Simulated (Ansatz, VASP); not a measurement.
**CuO: VASP beside Ansatz**

```xyz
4
Lattice="1.9910 -2.1536 0.0000 1.9910 2.1536 0.0000 0.0000 0.0000 5.1559" Properties=species:S:1:pos:R:3 pbc="T T T"
Cu    0.9955    1.0768    0.0000
Cu    0.9955   -1.0768    2.5780
O     1.9910    0.0000    1.2890
O     1.9910    0.0000    3.8669
```

Alike in both runs: task single point; functional r2SCAN; k mesh 4 × 4 × 2; occupations gaussian, width 0.1 eV; collinear spin.

|  | VASP | Ansatz |
| --- | --- | --- |
| version | VASP 6.6.1 | Ansatz 0.2.0 |
| potentials or method | VASP PAW PBE potentials, release 64 (Cu, O), cutoff 520 eV | scalar-relativistic, plane waves, PAW |
| valence electrons in the cell | 34 | 50 |

|  | VASP | Ansatz | Ansatz less VASP |
| --- | --- | --- | --- |
| gap on the k mesh at the Fermi level (eV) | none | none | - |
| pressure (GPa) | -4.1 | -5.0 | -0.87 |
| traceless stress, the component that is largest in VASP (GPa) | -1.59 | -1.77 | -0.181 |
| net moment per atom (μB) | 0.00 | 0.00 | 0.000 |

VASP's potentials were made for PBE, not for r2SCAN. A gap of «none» marks a metal or a gap that the smearing closes. VASP's potentials hold 34 valence electrons a cell and Ansatz's 50, so a difference there can come from the potentials and not from the codes. Ansatz's warnings: seeded moment not kept, stability check not made.

The k mesh is coarse, so the values compare programs but aren't converged.
